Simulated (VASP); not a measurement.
# HfO2 (P2_1/c) in VASP: electric field gradients with r2SCAN

Aim: the electric field gradients of HfO2 with r2SCAN.

Everything below comes from runs of VASP 6.6.1. Logs are shortened: lines on timing, memory, paths and dates and some standing lists are left out, and cuts for length are marked.

## (1) The cell of the first run

Symmetry: P2_1/c, No. 14, monoclinic system. Conventional cell: a = 5.118 Å, b = 5.186 Å, c = 5.284 Å, α = 90.00°, β = 99.35°, γ = 90.00°. Within 2.7 Å of Hf (site symmetry 1) lie 7 O at 2.04 to 2.24 Å. Within 2.8 Å of O (site symmetry 1) lie 4 Hf at 2.14 to 2.24 Å and 5 O at 2.54 to 2.74 Å. O (site symmetry 1) has 3 Hf at 2.04 to 2.15 Å and 2 O at 2.54 to 2.58 Å within 2.7 Å.

## (2) Electric field gradients, r2SCAN

Input file POSCAR:

```
HfO2
1.0
    5.1180000000      0.0000000000      0.0000000000
    0.0000000000      5.1857000000      0.0000000000
   -0.8586630598      0.0000000000      5.2138671406
Hf O
4 8
Direct
    0.2767005635      0.0418826006      0.2081301438
    0.7232994365      0.5418826006      0.2918698562
    0.7232994365      0.9581173994      0.7918698562
    0.2767005635      0.4581173994      0.7081301438
    0.4465506246      0.7583829787      0.4802694342
    0.5534493754      0.2583829787      0.0197305658
    0.5534493754      0.2416170213      0.5197305658
    0.4465506246      0.7416170213      0.9802694342
    0.0726412681      0.3392495111      0.3389486831
    0.9273587319      0.8392495111      0.1610513169
    0.9273587319      0.6607504889      0.6610513169
    0.0726412681      0.1607504889      0.8389486831
```

Input file INCAR.step1:

```
ALGO = Normal ; EDIFF = 1E-4
ENCUT = 520 ; GGA = PE
ISMEAR = -1 ; LASPH = T
LCHARG = F ; LREAL = F
LWAVE = T ; NBANDS = 56
NELM = 100 ; PREC = Accurate
SIGMA = 0.02
```

Input file INCAR.step2:

```
ALGO = Normal ; EDIFF = 1E-8
ENCUT = 520 ; ISIF = 2
ISMEAR = -1 ; ISTART = 1
LASPH = T ; LCHARG = F
LEFG = T ; LMIXTAU = T
LREAL = F ; LWAVE = F
METAGGA = R2SCAN ; NBANDS = 56
NELM = 100 ; PREC = Accurate
SIGMA = 0.02
```

Input file KPOINTS:

```
k-points
0
Gamma
  5 5 5
```

Potentials or basis: VASP PAW PBE potentials, release 64 (Hf_pv, O).

The run is started by

```console
cat potpaw_PBE.64/Hf_pv/POTCAR potpaw_PBE.64/O/POTCAR > POTCAR
cp INCAR.step1 INCAR
mpirun -np 1 vasp_std > vasp.out
cp INCAR.step2 INCAR
mpirun -np 1 vasp_std > vasp.out
```

OUTCAR:

```text
EDIFF = 1E-8
   ENCUT = 520
   ISIF = 2
   ISMEAR = -1
   ISTART = 1
   LASPH = T
   LREAL = F
   METAGGA = R2SCAN
   NELM = 100
   PREC = Accurate

 ion  position               nearest neighbor table
   1  0.277  0.042  0.208-   9 2.04  10 2.05   5 2.14  12 2.15   6 2.17   8 2.23   7 2.24   3 3.32
                             4 3.41   4 3.41   2 3.44   2 3.44   3 3.45   3 3.55
   2  0.723  0.542  0.292-  10 2.04   9 2.05   6 2.14  11 2.15   5 2.17   7 2.23   8 2.24   4 3.32
                             3 3.41   3 3.41   1 3.44   1 3.44   4 3.45   4 3.55
   3  0.723  0.958  0.792-  11 2.04  12 2.05   7 2.14  10 2.15   8 2.17   6 2.23   5 2.24   1 3.32
                             2 3.41   2 3.41   4 3.44   4 3.44   1 3.45   1 3.55
   4  0.277  0.458  0.708-  12 2.04  11 2.05   8 2.14   9 2.15   7 2.17   5 2.23   6 2.24   2 3.32
                             1 3.41   1 3.41   3 3.44   3 3.44   2 3.45   2 3.55
   5  0.447  0.758  0.480-   1 2.14   2 2.17   4 2.23   3 2.24
   6  0.553  0.258  0.020-   2 2.14   1 2.17   3 2.23   4 2.24
   7  0.553  0.242  0.520-   3 2.14   4 2.17   2 2.23   1 2.24
   8  0.447  0.742  0.980-   4 2.14   3 2.17   1 2.23   2 2.24
   9  0.073  0.339  0.339-   1 2.04   2 2.05   4 2.15
  10  0.927  0.839  0.161-   2 2.04   1 2.05   3 2.15
  11  0.927  0.661  0.661-   3 2.04   4 2.05   2 2.15
  12  0.073  0.161  0.839-   4 2.04   3 2.05   1 2.15

  LATTYP: Found a simple monoclinic cell.
 ALAT       =     5.1180000000
 B/A-ratio  =     1.0132278234
 C/A-ratio  =     1.0324540836
 COS(beta)  =    -0.1624993963

  Lattice vectors:

 A1 = (   5.1180000000,   0.0000000000,   0.0000000000)
 A2 = (   0.0000000000,   5.1857000000,   0.0000000000)
 A3 = (  -0.8586630598,   0.0000000000,   5.2138671406)

Analysis of symmetry for initial positions (statically):
=====================================================================
 Subroutine PRICEL returns:
 Original cell was already a primitive cell.

 Routine SETGRP: Setting up the symmetry group for a
 simple monoclinic supercell.

 Subroutine GETGRP returns: Found  4 space group operations
 (whereof  2 operations were pure point group operations)
 out of a pool of  4 trial point group operations.

The static configuration has the point symmetry S_2 .
 The point group associated with its full space group is C_2h.

Analysis of symmetry for dynamics (positions and initial velocities):
[... 1617 lines left out ...]
  energy-cutoff  :      520.00
  volume of cell :      138.38
      direct lattice vectors                 reciprocal lattice vectors
     5.118000000  0.000000000  0.000000000     0.195388824  0.000000000  0.032178259
     0.000000000  5.185700000  0.000000000     0.000000000  0.192837997  0.000000000
    -0.858663060  0.000000000  5.213867141     0.000000000  0.000000000  0.191796218

 POSITION                                       TOTAL-FORCE (eV/Angst)
 -----------------------------------------------------------------------------------
      1.23744      0.21719      1.08516        -0.151064      0.015306     -0.107603
      3.45123      2.81004      1.52177         0.151064      0.015306      0.107603
      3.02190      4.96851      4.12870         0.151064     -0.015306      0.107603
      0.80811      2.37566      3.69210        -0.151064     -0.015306     -0.107603
      1.87306      3.93275      2.50406         0.110165     -0.004159     -0.023805
      2.81561      1.33990      0.10287        -0.110165     -0.004159      0.023805
      2.38628      1.25295      2.70981        -0.110165      0.004159      0.023805
      1.44372      3.84580      5.11099         0.110165      0.004159     -0.023805
      0.08074      1.75925      1.76723         0.023028     -0.015483      0.096637
      4.60793      4.35210      0.83970        -0.023028     -0.015483     -0.096637
      4.17860      3.42645      3.44663        -0.023028      0.015483     -0.096637
     -0.34860      0.83360      4.37417         0.023028      0.015483      0.096637
 -----------------------------------------------------------------------------------
    total drift:                                0.000000     -0.000000     -0.000000

  FREE ENERGIE OF THE ION-ELECTRON SYSTEM (eV)
  ---------------------------------------------------
  free  energy   TOTEN  =      -275.1850154824 eV

  energy  without entropy=     -275.1850154824  energy(sigma->0) =     -275.18501548

 Electric field gradients (V/A^2)
---------------------------------------------------------------------
 ion       V_xx      V_yy      V_zz      V_xy      V_xz      V_yz
---------------------------------------------------------------------
   1     -12.196   -61.796    73.992     0.879   -61.747     6.663
   2     -12.196   -61.796    73.992    -0.879   -61.747    -6.663
   3     -12.196   -61.796    73.992     0.879   -61.747     6.663
   4     -12.196   -61.796    73.992    -0.879   -61.747    -6.663
   5       5.206    -0.019    -5.187     2.369    -6.958    -6.491
   6       5.206    -0.019    -5.187    -2.369    -6.958     6.491
   7       5.206    -0.019    -5.187     2.369    -6.958    -6.491
   8       5.206    -0.019    -5.187    -2.369    -6.958     6.491
   9      -1.884    -0.938     2.822    -9.590    -1.036     4.586
  10      -1.884    -0.938     2.822     9.590    -1.036    -4.586
  11      -1.884    -0.938     2.822    -9.590    -1.036     4.586
  12      -1.884    -0.938     2.822     9.590    -1.036    -4.586
---------------------------------------------------------------------

 Electric field gradients after diagonalization (V/A^2)
 (convention: |V_zz| > |V_xx| > |V_yy|)
----------------------------------------------------------------------
 ion       V_xx      V_yy      V_zz     asymmetry (V_yy - V_xx)/ V_zz
----------------------------------------------------------------------
   1     -62.786   -43.590   106.376       0.180
   2     -62.786   -43.590   106.376       0.180
   3     -62.786   -43.590   106.376       0.180
   4     -62.786   -43.590   106.376       0.180
   5     -10.994    -0.204    11.199       0.963
   6     -10.994    -0.204    11.199       0.963
   7     -10.994    -0.204    11.199       0.963
   8     -10.994    -0.204    11.199       0.963
   9      10.416     1.030   -11.446       0.820
  10      10.416     1.030   -11.446       0.820
  11      10.416     1.030   -11.446       0.820
  12      10.416     1.030   -11.446       0.820
----------------------------------------------------------------------

           NMR quadrupolar parameters

 Cq : quadrupolar parameter    Cq=e*Q*V_zz/h
 eta: asymmetry parameters     (V_yy - V_xx)/ V_zz
 Q  : nuclear electric quadrupole moment in mb (millibarn)
----------------------------------------------------------------------
 ion       Cq(MHz)       eta       Q (mb)
----------------------------------------------------------------------
   1       0.257       0.180       1.000
   2       0.257       0.180       1.000
   3       0.257       0.180       1.000
   4       0.257       0.180       1.000
   5       0.027       0.963       1.000
   6       0.027       0.963       1.000
   7       0.027       0.963       1.000
   8       0.027       0.963       1.000
   9      -0.028       0.820       1.000
  10      -0.028       0.820       1.000
  11      -0.028       0.820       1.000
  12      -0.028       0.820       1.000
----------------------------------------------------------------------
```

It took 9.2 min on 1 thread of Intel Xeon 6975P-C (Granite Rapids), shared host; peak memory 0.39 GiB.

Results:

```yaml
Free_energy: -275.1850 eV
Pressure: -4.1 GPa
Largest_force: 0.186 eV/Å
Band_gap_on_the_k_mesh: 4.58 eV, indirect (least direct gap 4.64 eV)
```

Forces in eV/Å, atoms in the order of the input:
```
Hf  -0.151  0.015 -0.108
Hf   0.151  0.015  0.108
Hf   0.151 -0.015  0.108
Hf  -0.151 -0.015 -0.108
O    0.110 -0.004 -0.024
O   -0.110 -0.004  0.024
O   -0.110  0.004  0.024
O    0.110  0.004 -0.024
O    0.023 -0.015  0.097
O   -0.023 -0.015 -0.097
O   -0.023  0.015 -0.097
O    0.023  0.015  0.097
```

Levels at points of the mesh, in eV from the valence-band top:
| k point | band 41 | band 42 | band 43 | band 44 | band 45 | band 46 | band 47 | band 48 |
| --- | --- | --- | --- | --- | --- | --- | --- | --- |
| (0.00, 0.00, 0.00) | -0.64 | -0.53 | -0.25 | 0.00 | 4.94 | 5.61 | 5.68 | 6.00 |

Electric field gradients, principal values (V/Å²):
| atom | least | middle | greatest (by size) |
| --- | --- | --- | --- |
| 1 Hf | -43.590 | -62.786 | 106.376 |
| 2 Hf | -43.590 | -62.786 | 106.376 |
| 3 Hf | -43.590 | -62.786 | 106.376 |
| 4 Hf | -43.590 | -62.786 | 106.376 |
| 5 O | -0.204 | -10.994 | 11.199 |
| 6 O | -0.204 | -10.994 | 11.199 |
| 7 O | -0.204 | -10.994 | 11.199 |
| 8 O | -0.204 | -10.994 | 11.199 |
| 9 O | 1.030 | 10.416 | -11.446 |
| 10 O | 1.030 | 10.416 | -11.446 |
| 11 O | 1.030 | 10.416 | -11.446 |
| 12 O | 1.030 | 10.416 | -11.446 |

Caveat: without QUAD_EFG the Cq values of the log hold for a quadrupole moment of 1 mb, not for the nuclei; the PAW data sets were made with another functional, which shifts forces and pressure a little; spin-orbit coupling is left out, which moves the levels of the heavy elements. A k mesh can miss the band edges.
